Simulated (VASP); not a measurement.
# SnO (F-43m) in VASP: a series of runs, part 2 of 3

VASP 6.6.1. Earlier steps stand in the parts before.

### 5 Single point, PBE (volume changed by +3%)

Contents of INCAR:

```
PREC = Accurate ; ENCUT = 520
EDIFF = 1E-6 ; ISMEAR = -1
SIGMA = 0.02 ; LREAL = False
LASPH = True ; NELM = 100
ALGO = Normal ; ISIF = 2
LWAVE = False ; LCHARG = True
GGA = PE ; LELF = True
LVHAR = True ; NBANDS = 17
```

Contents of KPOINTS:

```
Automatic mesh
0
Gamma
  6 6 6
```

Contents of POSCAR:

```
SnO
1.0
    0.0000000000      2.7657158982      2.7657158982
    2.7657158982      0.0000000000      2.7657158982
    2.7657158982      2.7657158982      0.0000000000
Sn O
1 1
Direct
    0.0000000000      0.0000000000      0.0000000000
    0.2500000000      0.2500000000      0.2500000000
```

Potentials or basis: VASP PAW PBE potentials, release 64 (Sn_d, O).

Run with:

```
cat potpaw_PBE.64/Sn_d/POTCAR potpaw_PBE.64/O/POTCAR > POTCAR
mpirun -np 1 vasp_std > vasp.out
```

OUTCAR:

```text
PREC = Accurate
   ENCUT = 520
   EDIFF = 1E-6
   ISMEAR = -1
   LREAL = False
   LASPH = True
   NELM = 100
   ISIF = 2
   GGA = PE

 ion  position               nearest neighbor table
   1  0.000  0.000  0.000-   2 2.40   2 2.40   2 2.40   2 2.40
   2  0.250  0.250  0.250-   1 2.40   1 2.40   1 2.40   1 2.40

  LATTYP: Found a face centered cubic cell.
 ALAT       =     5.5314317964

  Lattice vectors:

 A1 = (   0.0000000000,   2.7657158982,   2.7657158982)
 A2 = (   2.7657158982,   0.0000000000,   2.7657158982)
 A3 = (   2.7657158982,   2.7657158982,   0.0000000000)

Analysis of symmetry for initial positions (statically):
=====================================================================
 Subroutine PRICEL returns:
 Original cell was already a primitive cell.

 Routine SETGRP: Setting up the symmetry group for a
 face centered cubic supercell.

 Subroutine GETGRP returns: Found 24 space group operations
 (whereof 24 operations were pure point group operations)
 out of a pool of 48 trial point group operations.

The static configuration has the point symmetry T_d .

Analysis of symmetry for dynamics (positions and initial velocities):
=====================================================================
 Subroutine PRICEL returns:
 Original cell was already a primitive cell.

 Routine SETGRP: Setting up the symmetry group for a
 face centered cubic supercell.

 Subroutine GETGRP returns: Found 24 space group operations
 (whereof 24 operations were pure point group operations)
 out of a pool of 48 trial point group operations.

The dynamic configuration has the point symmetry T_d .

 Subroutine INISYM returns: Found 24 space group operations
 (whereof 24 operations are pure point group operations),
 and found     1 'primitive' translations

----------------------------------------------------------------------------------------

                                     Primitive cell

  volume of cell :      42.3109

  direct lattice vectors                    reciprocal lattice vectors
     0.000000000  2.765715898  2.765715898    -0.180785019  0.180785019  0.180785019
     2.765715898  0.000000000  2.765715898     0.180785019 -0.180785019  0.180785019
     2.765715898  2.765715898  0.000000000     0.180785019  0.180785019 -0.180785019

  length of vectors
     3.911312933  3.911312933  3.911312933     0.313128837  0.313128837  0.313128837

  position of ions in fractional coordinates (direct lattice)
     0.000000000  0.000000000  0.000000000
     0.250000000  0.250000000  0.250000000

  ion indices of the primitive-cell ions
   primitive index   ion index
                 1           1
                 2           2

----------------------------------------------------------------------------------------

 KPOINTS: Automatic mesh

Automatic generation of k-mesh.
 Grid dimensions read from file:
 generate k-points for:    6    6    6

 Generating k-lattice:

  Cartesian coordinates                     Fractional coordinates (reciprocal lattice)
    -0.030130836  0.030130836  0.030130836     0.166666667  0.000000000  0.000000000
     0.030130836 -0.030130836  0.030130836     0.000000000  0.166666667  0.000000000
     0.030130836  0.030130836 -0.030130836     0.000000000  0.000000000  0.166666667

  Length of vectors
     0.052188140  0.052188140  0.052188140

  Shift w.r.t. Gamma in fractional coordinates (k-lattice)
     0.000000000  0.000000000  0.000000000

 Subroutine IBZKPT returns following result:
 ===========================================

 Found     16 irreducible k-points:

 Following reciprocal coordinates:
            Coordinates               Weight
  0.000000  0.000000  0.000000      1.000000
  0.166667  0.000000  0.000000      8.000000
  0.333333  0.000000  0.000000      8.000000
  0.500000  0.000000  0.000000      4.000000
  0.166667  0.166667  0.000000      6.000000
  0.333333  0.166667  0.000000     24.000000
[... 8 lines left out ...]
 -0.333333  0.333333  0.166667     24.000000
 -0.333333  0.500000  0.166667     12.000000
   k-points           NKPTS =     16   k-points in BZ     NKDIM =     16   number of bands    NBANDS=     17
   number of dos      NEDOS =    301   number of ions     NIONS =      2
   total plane-waves  NPLWV =  27000
   dimension x,y,z NGX =    30 NGY =   30 NGZ =   30
   dimension x,y,z NGXF=    60 NGYF=   60 NGZF=   60
   ions per type =               1   1
   NGX,Y,Z   is equivalent  to a cutoff of  12.75, 12.75, 12.75 a.u.
   NGXF,Y,Z  is equivalent  to a cutoff of  25.50, 25.50, 25.50 a.u.
 SYSTEM =  unknown system
   PREC   = accura    normal or accurate (medium, high low for compatibility)
   ISTART =      0    job   : 0-new  1-cont  2-samecut
   ICHARG =      2    charge: 1-file 2-atom 10-const
   ISPIN  =      1    spin polarized calculation?
   LNONCOLLINEAR =      F non collinear calculations
   LSORBIT =      F    spin-orbit coupling
   LASPH  =      T    aspherical Exc in radial PAW
   ENCUT  =  520.0 eV  38.22 Ry    6.18 a.u.   7.27  7.27  7.27*2*pi/ulx,y,z
   NELM   =    100;   NELMIN=  2; NELMDL= -5     # of ELM steps
   EDIFF  = 0.1E-05   stopping-criterion for ELM
   LREAL  =      F    real-space projection
[... 7 lines left out ...]
   TEBEG  =    0.0;   TEEND  =   0.0 temperature during run
   PSTRESS=    0.0 pullay stress
   NELECT =      20.0000    total number of electrons
   NUPDOWN=      -1.0000    fix difference up-down
   EMIN   =  10.00;   EMAX   =-10.00  energy-range for DOS
   EFERMI =   0.00;   METHOD = LEGACY
   ISMEAR =    -1;   SIGMA  =   0.02  broadening in eV -4-tet -1-fermi 0-gaus
   EFERMI_NEDOS =   21; number of points for ismear=-14 and -15
   IALGO  =     38    algorithm
   IMIX   =      4    mixing-type and parameters
     AMIX     =   0.40;   BMIX     =  1.00
     AMIX_MAG =   1.60;   BMIX_MAG =  1.00
  volume/ion in A,a.u.               =      21.16       142.76
  Fermi-wavevector in a.u.,A,eV,Ry     =   1.275265  2.409902 22.127182  1.626302
  Thomas-Fermi vector in A             =   2.407987
   LORBIT       =      0    0 simple, 1 ext, 2 COOP (PROOUT), +10 PAW based schemes
   GGA     = PE    functional components
   LHFCALC =     F    Hartree Fock is set to
   AEXX    =    0.0000 exact exchange contribution
   IVDW    =     0    specifies the selected vdW correction
   LEPSILON=     F    determine dielectric tensor
   LRPA    =     F    only Hartree local field effects (RPA)
 non-spin polarized calculation
  energy-cutoff  :      520.00
  volume of cell :       42.31
 maximum number of plane-waves:      1158
 NGX is ok and might be reduce to    30
   NGX = 15   NGY = 15   NGZ = 15

 number of electron      19.9999999 magnetization

 Free energy of the ion-electron system (eV)
  ---------------------------------------------------
  ext. energy  EPLUGINS =         0.00000000
  ---------------------------------------------------
  free energy    TOTEN  =       -10.45645591 eV

  energy without entropy =      -10.45520524  energy(sigma->0) =      -10.45583058

 E-fermi :   5.3222     XC(G=0):  -9.3399

 val. band max:        5.3002619580   @ k =  -0.3333   0.5000   0.1667
 cond. band min:       5.9624694230   @ k =   0.5000   0.3333   0.0000
 fundamental gap:      0.6622074650
 Fermi energy:         5.3222402344

 k-point     1 :       0.0000    0.0000    0.0000
  band No.  band energies     occupation
      1     -16.2772      2.00000
      2     -16.2772      2.00000
      3     -16.2772      2.00000
      4     -16.2452      2.00000
      5     -16.2452      2.00000
      6     -13.0569      2.00000
[... 9 lines left out ...]
     16      16.7124      0.00000
     17      16.7124      0.00000

 k-point     2 :       0.1667    0.0000    0.0000
  band No.  band energies     occupation
      1     -16.2987      2.00000
      2     -16.2717      2.00000
      3     -16.2717      2.00000
      4     -16.2443      2.00000
      5     -16.2443      2.00000
      6     -12.9390      2.00000
[... 9 lines left out ...]
     16      15.9735      0.00000
     17      16.4994      0.00000
[... 261 lines left out ...]
 k-point    16 :      -0.3333    0.5000    0.1667
  band No.  band energies     occupation
      1     -16.3922      2.00000
      2     -16.2605      2.00000
      3     -16.2468      2.00000
      4     -16.2341      2.00000
      5     -16.2255      2.00000
      6     -12.4045      2.00000
[... 9 lines left out ...]
     16      17.7983      0.00000
     17      19.7464      0.00000

------------------------ aborting loop because EDIFF is reached ----------------------------------------

  FORCE on cell =-STRESS in cart. coord.  units (eV):
  Direction    XX          YY          ZZ          XY          YZ          ZX
  --------------------------------------------------------------------------------------
  -------------------------------------------------------------------------------------
  Total       -0.4312815     -0.4312815     -0.4312815     -0.0000000     -0.0000000      0.0000000
  in kB      -16.3312250    -16.3312250    -16.3312250     -0.0000000     -0.0000000      0.0000000
  external PRESSURE =     -16.3312250 kB  Pullay stress =       0.0000000 kB

 VOLUME and BASIS-vectors are now :
 -----------------------------------------------------------------------------
  energy-cutoff  :      520.00
  volume of cell :       42.31
      direct lattice vectors                 reciprocal lattice vectors
     0.000000000  2.765715898  2.765715898    -0.180785019  0.180785019  0.180785019
     2.765715898  0.000000000  2.765715898     0.180785019 -0.180785019  0.180785019
     2.765715898  2.765715898  0.000000000     0.180785019  0.180785019 -0.180785019

 POSITION                                       TOTAL-FORCE (eV/Angst)
 -----------------------------------------------------------------------------------
      0.00000      0.00000      0.00000        -0.000000      0.000000     -0.000000
      1.38286      1.38286      1.38286         0.000000     -0.000000      0.000000
 -----------------------------------------------------------------------------------
    total drift:                               -0.000000     -0.000000     -0.000000

  FREE ENERGIE OF THE ION-ELECTRON SYSTEM (eV)
  ---------------------------------------------------
  free  energy   TOTEN  =       -10.4564559134 eV

  energy  without entropy=      -10.4552052376  energy(sigma->0) =      -10.45583058
```

OSZICAR:

```text
N       E                     dE             d eps       ncg     rms          rms(c)
DAV:   1     0.153188335532E+03    0.15319E+03   -0.10196E+04   553   0.161E+03
DAV:   2     0.322073007908E+01   -0.14997E+03   -0.14306E+03   617   0.387E+02
DAV:   3    -0.123493299224E+02   -0.15570E+02   -0.15502E+02   612   0.111E+02
DAV:   4    -0.127117019718E+02   -0.36237E+00   -0.36220E+00   684   0.183E+01
DAV:   5    -0.127216705418E+02   -0.99686E-02   -0.99680E-02   698   0.295E+00    0.876E+00
DAV:   6    -0.107876439213E+02    0.19340E+01   -0.14810E+01   791   0.445E+01    0.548E+00
DAV:   7    -0.104855822708E+02    0.30206E+00   -0.28524E+00   632   0.875E+00    0.146E+00
DAV:   8    -0.104567353916E+02    0.28847E-01   -0.16621E-01   565   0.307E+00    0.372E-01
DAV:   9    -0.104561195201E+02    0.61587E-03   -0.12856E-02   746   0.893E-01    0.146E-01
DAV:  10    -0.104567955225E+02   -0.67600E-03   -0.51111E-03   725   0.586E-01    0.120E-01
DAV:  11    -0.104564593073E+02    0.33622E-03   -0.24916E-03   815   0.323E-01    0.257E-02
DAV:  12    -0.104564560209E+02    0.32864E-05   -0.17442E-04   600   0.846E-02    0.981E-03
DAV:  13    -0.104564560016E+02    0.19324E-07   -0.11865E-05   597   0.249E-02    0.395E-03
DAV:  14    -0.104564559134E+02    0.88186E-07   -0.10897E-06   552   0.944E-03
   1 F= -.10456456E+02 E0= -.10455831E+02  d E =-.125068E-02
```

Run time: 14 s. Hardware: 1 thread of Intel Xeon Platinum 8488C (Sapphire Rapids), shared host; peak memory 0.17 GiB.

What came out:

```
Free energy            : -10.4565 eV
Pressure               : -1.6 GPa
Band gap on the k mesh : zero (band 10 reaches 5.30 eV, above the bottom of band 11 at 5.15 eV)
```

Levels at points of the mesh, in eV from the Fermi level:
| k point | band 8 | band 9 | band 10 | band 11 | band 12 | band 13 |
| --- | --- | --- | --- | --- | --- | --- |
| (0.00, 0.00, 0.00) | -3.25 | -3.25 | -3.25 | 4.37 | 4.37 | 4.37 |
| (0.50, 0.00, 0.00) | -3.65 | -3.65 | -2.28 | 1.78 | 4.53 | 4.53 |
| (0.50, 0.50, 0.00) | -4.35 | -4.35 | -0.39 | -0.17 | 5.08 | 5.08 |

Caveat: spin-orbit coupling is left out, which moves the levels of the heavy elements.

(Continued in part 3 of 3.)
